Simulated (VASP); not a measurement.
# Ge (Pbcm) in VASP: single point with PBE

Aim: the single point of Ge with PBE.

All numbers are computed with VASP 6.6.1; they aren't measurements. Logs are shortened: lines on timing, memory, paths and dates and some standing lists are left out, and cuts for length are marked.

## Step 1: The cell of the first run

It takes space group Pbcm (No. 57, orthorhombic). The conventional cell has a = 2.711 Å, b = 5.424 Å, c = 5.423 Å, α = 90.00°, β = 90.00°, γ = 90.00°. Ge (site symmetry m) has 6 Ge at 2.71 Å within 3.6 Å.

This isn't the form of Ge at room conditions, which is diamond.

## Step 2: Single point, PBE

Contents of INCAR:

```
PREC = Accurate ; ENCUT = 520
EDIFF = 1E-6 ; ISMEAR = 0
SIGMA = 0.1 ; LREAL = False
LASPH = True ; NELM = 80
ALGO = Fast ; ISIF = 2
LWAVE = False ; LCHARG = False
GGA = PE ; NBANDS = 36
```

Contents of KPOINTS:

```
regular mesh
0
Gamma
  16 8 10
```

Contents of POSCAR:

```
Ge
1.0
    2.7113704518      0.0000000000      0.0000000000
    0.0000000000      5.4235275292      0.0000000000
    0.0000000000      0.0000000000      5.4230040644
Ge
4
Direct
    0.9982269389      0.2506366605      0.7500000000
    0.9982269389      0.2493633395      0.2500000000
    0.0017730611      0.7506366605      0.7500000000
    0.0017730611      0.7493633395      0.2500000000
```

Potentials or basis: VASP PAW PBE potentials, release 64 (Ge_d).

Launch:

```
$ cat potpaw_PBE.64/Ge_d/POTCAR > POTCAR
$ mpirun -np 1 vasp_std > vasp.out
```

OUTCAR:

```text
PREC = Accurate
   ENCUT = 520
   EDIFF = 1E-6
   ISMEAR = 0
   LREAL = False
   LASPH = True
   NELM = 80
   ISIF = 2
   GGA = PE

 ion  position               nearest neighbor table
   1  0.998  0.251  0.750-   2 2.71   2 2.71   3 2.71   3 2.71
   2  0.998  0.249  0.250-   1 2.71   1 2.71   4 2.71   4 2.71
   3  0.002  0.751  0.750-   4 2.71   4 2.71   1 2.71   1 2.71
   4  0.002  0.749  0.250-   3 2.71   3 2.71   2 2.71   2 2.71

  LATTYP: Found a simple orthorhombic cell.
 ALAT       =     2.7113704518
 B/A-ratio  =     2.0000970582
 C/A-ratio  =     2.0002901210

  Lattice vectors:

 A1 = (  -2.7113704518,   0.0000000000,   0.0000000000)
 A2 = (   0.0000000000,   0.0000000000,   5.4230040644)
 A3 = (   0.0000000000,   5.4235275292,   0.0000000000)

Analysis of symmetry for initial positions (statically):
=====================================================================
 Subroutine PRICEL returns:
 Original cell was already a primitive cell.

 Routine SETGRP: Setting up the symmetry group for a
 simple orthorhombic supercell.

 Subroutine GETGRP returns: Found  8 space group operations
 (whereof  2 operations were pure point group operations)
 out of a pool of  8 trial point group operations.

The static configuration has the point symmetry S_2 .
 The point group associated with its full space group is D_2h.

Analysis of symmetry for dynamics (positions and initial velocities):
=====================================================================
 Subroutine PRICEL returns:
 Original cell was already a primitive cell.

 Routine SETGRP: Setting up the symmetry group for a
 simple orthorhombic supercell.

 Subroutine GETGRP returns: Found  8 space group operations
 (whereof  2 operations were pure point group operations)
 out of a pool of  8 trial point group operations.

The dynamic configuration has the point symmetry S_2 .
 The point group associated with its full space group is D_2h.

 Subroutine INISYM returns: Found  8 space group operations
 (whereof  2 operations are pure point group operations),
 and found     1 'primitive' translations

----------------------------------------------------------------------------------------

                                     Primitive cell

  volume of cell :      79.7463

  direct lattice vectors                    reciprocal lattice vectors
     2.711370452  0.000000000  0.000000000     0.368817179  0.000000000  0.000000000
     0.000000000  5.423527529  0.000000000     0.000000000  0.184381843  0.000000000
     0.000000000  0.000000000  5.423004064     0.000000000  0.000000000  0.184399641

  length of vectors
     2.711370452  5.423527529  5.423004064     0.368817179  0.184381843  0.184399641

  position of ions in fractional coordinates (direct lattice)
     0.998226939  0.250636660  0.750000000
     0.998226939  0.249363340  0.250000000
     0.001773061  0.750636660  0.750000000
     0.001773061  0.749363340  0.250000000

  ion indices of the primitive-cell ions
   primitive index   ion index
                 1           1
                 2           2
                 3           3
                 4           4

----------------------------------------------------------------------------------------

 KPOINTS: regular mesh

Automatic generation of k-mesh.
 Grid dimensions read from file:
 generate k-points for:   16    8   10

 Generating k-lattice:

  Cartesian coordinates                     Fractional coordinates (reciprocal lattice)
     0.023051074  0.000000000  0.000000000     0.062500000  0.000000000  0.000000000
     0.000000000  0.023047730  0.000000000     0.000000000  0.125000000  0.000000000
     0.000000000  0.000000000  0.018439964     0.000000000  0.000000000  0.100000000

  Length of vectors
     0.023051074  0.023047730  0.018439964

  Shift w.r.t. Gamma in fractional coordinates (k-lattice)
     0.000000000  0.000000000  0.000000000

 Subroutine IBZKPT returns following result:
 ===========================================

 Found    270 irreducible k-points:

 Following reciprocal coordinates:
            Coordinates               Weight
  0.000000  0.000000  0.000000      1.000000
  0.062500  0.000000  0.000000      2.000000
  0.125000  0.000000  0.000000      2.000000
  0.187500  0.000000  0.000000      2.000000
  0.250000  0.000000  0.000000      2.000000
  0.312500  0.000000  0.000000      2.000000
[... 16 lines left out ...]
  0.250000  0.250000  0.000000      4.000000
  0.312500  0.250000  0.000000      4.000000
 [... further k-points ...]
   k-points           NKPTS =    270   k-points in BZ     NKDIM =    270   number of bands    NBANDS=     36
   number of dos      NEDOS =    301   number of ions     NIONS =      4
   total plane-waves  NPLWV =  32000
   dimension x,y,z NGX =    20 NGY =   40 NGZ =   40
   dimension x,y,z NGXF=    40 NGYF=   80 NGZF=   80
   ions per type =               4
   NGX,Y,Z   is equivalent  to a cutoff of  12.26, 12.26, 12.26 a.u.
   NGXF,Y,Z  is equivalent  to a cutoff of  24.53, 24.52, 24.52 a.u.
 SYSTEM =  unknown system
   PREC   = accura    normal or accurate (medium, high low for compatibility)
   ISTART =      0    job   : 0-new  1-cont  2-samecut
   ICHARG =      2    charge: 1-file 2-atom 10-const
   ISPIN  =      1    spin polarized calculation?
   LNONCOLLINEAR =      F non collinear calculations
   LSORBIT =      F    spin-orbit coupling
   LASPH  =      T    aspherical Exc in radial PAW
   ENCUT  =  520.0 eV  38.22 Ry    6.18 a.u.   5.04 10.08 10.08*2*pi/ulx,y,z
   NELM   =     80;   NELMIN=  2; NELMDL= -5     # of ELM steps
   EDIFF  = 0.1E-05   stopping-criterion for ELM
   LREAL  =      F    real-space projection
   EDIFFG = 0.1E-04   stopping-criterion for IOM
   NSW    =      0    number of steps for IOM
   IBRION =     -1    ionic relax: 0-MD 1-quasi-New 2-CG
   NFREE  =      0    steps in history (QN), initial steepest desc. (CG)
   ISIF   =      2    stress and relaxation
   ISYM   =      2    0-nonsym 1-usesym 2-fastsym
   POTIM  = 0.5000    time-step for ionic-motion
   TEBEG  =    0.0;   TEEND  =   0.0 temperature during run
   PSTRESS=    0.0 pullay stress
   NELECT =      56.0000    total number of electrons
   NUPDOWN=      -1.0000    fix difference up-down
   EMIN   =  10.00;   EMAX   =-10.00  energy-range for DOS
   EFERMI =   0.00;   METHOD = LEGACY
   ISMEAR =     0;   SIGMA  =   0.10  broadening in eV -4-tet -1-fermi 0-gaus
   EFERMI_NEDOS =   21; number of points for ismear=-14 and -15
   IALGO  =     68    algorithm
   IMIX   =      4    mixing-type and parameters
     AMIX     =   0.40;   BMIX     =  1.00
     AMIX_MAG =   1.60;   BMIX_MAG =  1.00
  volume/ion in A,a.u.               =      19.94       134.54
  Fermi-wavevector in a.u.,A,eV,Ry     =   1.455126  2.749790 28.808866  2.117392
  Thomas-Fermi vector in A             =   2.572197
   LORBIT       =      0    0 simple, 1 ext, 2 COOP (PROOUT), +10 PAW based schemes
   GGA     = PE    functional components
   LHFCALC =     F    Hartree Fock is set to
   AEXX    =    0.0000 exact exchange contribution
   IVDW    =     0    specifies the selected vdW correction
   LEPSILON=     F    determine dielectric tensor
   LRPA    =     F    only Hartree local field effects (RPA)
 non-spin polarized calculation
 RMM-DIIS sequential band-by-band and
 Gauss-broadening in eV      SIGMA  =   0.10
  energy-cutoff  :      520.00
  volume of cell :       79.75
 maximum number of plane-waves:      2192
   NGX = 11   NGY = 21   NGZ = 21

 number of electron      55.9999889 magnetization

 Free energy of the ion-electron system (eV)
  ---------------------------------------------------
  ext. energy  EPLUGINS =         0.00000000
  ---------------------------------------------------
  free energy    TOTEN  =       -17.08446773 eV

  energy without entropy =      -17.07481477  energy(sigma->0) =      -17.07964125

 E-fermi :   5.9165     XC(G=0): -10.9043

 val. band max:        5.9123388399   @ k =   0.5000   0.0000   0.3000
 cond. band min:       5.9199374150   @ k =   0.3125   0.3750   0.3000
 fundamental gap:      0.0075985751
 Fermi energy:         5.9164791696

 k-point     1 :       0.0000    0.0000    0.0000
  band No.  band energies     occupation
      1     -18.7637      2.00000
      2     -18.7636      2.00000
      3     -18.7505      2.00000
      4     -18.7504      2.00000
      5     -18.6756      2.00000
      6     -18.6600      2.00000
[... 28 lines left out ...]
     35      15.3410      0.00000
     36      15.9028      0.00000

 k-point     2 :       0.0625    0.0000    0.0000
  band No.  band energies     occupation
      1     -18.7631      2.00000
      2     -18.7564      2.00000
      3     -18.7451      2.00000
      4     -18.7450      2.00000
      5     -18.6751      2.00000
      6     -18.6518      2.00000
[... 28 lines left out ...]
     35      15.4002      0.00000
     36      15.9876      0.00000

 k-point     3 :       0.1250    0.0000    0.0000
  band No.  band energies     occupation
      1     -18.7617      2.00000
      2     -18.7357      2.00000
      3     -18.7306      2.00000
      4     -18.7304      2.00000
      5     -18.6736      2.00000
      6     -18.6284      2.00000
[... 28 lines left out ...]
     35      15.6658      0.00000
     36      15.7014      0.00000
[... 742 lines left out ...]
 k-point    23 :       0.2500    0.2500    0.0000
  band No.  band energies     occupation
      1     -18.7378      2.00000
      2     -18.6961      2.00000
      3     -18.6640      2.00000
      4     -18.6570      2.00000
      5     -18.6560      2.00000
      6     -18.6289      2.00000
[... 28 lines left out ...]
     35      13.7269      0.00000
     36      13.8624      0.00000

 k-point    24 :       0.3125    0.2500    0.0000
  band No.  band energies     occupation
      1     -18.7349      2.00000
      2     -18.6827      2.00000
      3     -18.6536      2.00000
      4     -18.6471      2.00000
      5     -18.6461      2.00000
      6     -18.6374      2.00000
[... 28 lines left out ...]
     35      12.1459      0.00000
     36      13.1990      0.00000

 [... further k-points ...]

------------------------ aborting loop because EDIFF is reached ----------------------------------------

  FORCE on cell =-STRESS in cart. coord.  units (eV):
  Direction    XX          YY          ZZ          XY          YZ          ZX
  --------------------------------------------------------------------------------------
  -------------------------------------------------------------------------------------
  Total       -0.0459681     -0.0511230     -0.0294802      0.0000000      0.0000000      0.0000000
  in kB       -0.9235422     -1.0271086     -0.5922837      0.0000000      0.0000000      0.0000000
  external PRESSURE =      -0.8476448 kB  Pullay stress =       0.0000000 kB

 VOLUME and BASIS-vectors are now :
 -----------------------------------------------------------------------------
  energy-cutoff  :      520.00
  volume of cell :       79.75
      direct lattice vectors                 reciprocal lattice vectors
     2.711370452  0.000000000  0.000000000     0.368817179  0.000000000  0.000000000
     0.000000000  5.423527529  0.000000000     0.000000000  0.184381843  0.000000000
     0.000000000  0.000000000  5.423004064     0.000000000  0.000000000  0.184399641

 POSITION                                       TOTAL-FORCE (eV/Angst)
 -----------------------------------------------------------------------------------
      2.70656      1.35933      4.06725        -0.000535      0.000183     -0.000000
      2.70656      1.35243      1.35575        -0.000535     -0.000183      0.000000
      0.00481      4.07110      4.06725         0.000535      0.000183      0.000000
      0.00481      4.06419      1.35575         0.000535     -0.000183     -0.000000
 -----------------------------------------------------------------------------------
    total drift:                               -0.000000     -0.000000     -0.000000

  FREE ENERGIE OF THE ION-ELECTRON SYSTEM (eV)
  ---------------------------------------------------
  free  energy   TOTEN  =       -17.0844677276 eV

  energy  without entropy=      -17.0748147737  energy(sigma->0) =      -17.07964125
```

Run time: 11 min. Hardware: 1 thread of Oxide Virtual Turin-like, shared host; peak memory 0.55 GiB.

Results:

- Free energy: -17.0845 eV
- Pressure: -0.1 GPa
- Band gap on the k mesh: zero (bands 28 and 29 overlap by 3.45 eV)
